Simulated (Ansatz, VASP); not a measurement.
**One calculation of Ti, two programs**

```
CELL_PARAMETERS angstrom
2.98882 0.00000 0.00000
-1.49441 2.58839 0.00000
0.00000 0.00000 4.74159
ATOMIC_POSITIONS crystal
Ti 0.66667 0.33333 0.75000
Ti 0.33333 0.66667 0.25000
```

Alike in both runs: task single point; functional PBEsol-based global hybrid with a share of 0.25 of exact exchange; k mesh 5 × 5 × 3; occupations fermi-dirac, width 0.05 eV; no spin polarisation.

```csv
,VASP,Ansatz
version,VASP 6.6.1,Ansatz 0.2.0
potentials or method,"VASP PAW PBE potentials, release 64 (Ti_sv)",Ansatz PAW
plane-wave cutoff (eV),520,420
valence electrons in the cell,24,24
```

|  | VASP | Ansatz | Ansatz less VASP |
| --- | --- | --- | --- |
| gap on the k mesh at the Fermi level (eV) | none | none | - |
| pressure (GPa) | -11.7 | -11.1 | +0.61 |
| traceless stress, the component that is largest in VASP (GPa) | -1.61 | -1.63 | -0.020 |

VASP's potentials were made for PBE, not for PBEsol-based global hybrid. A gap of «none» marks a metal or a gap that the smearing closes. The functional is the same, so the differences come from potentials, cutoffs and numerics.

The k mesh is coarse, so the values compare programs but aren't converged.
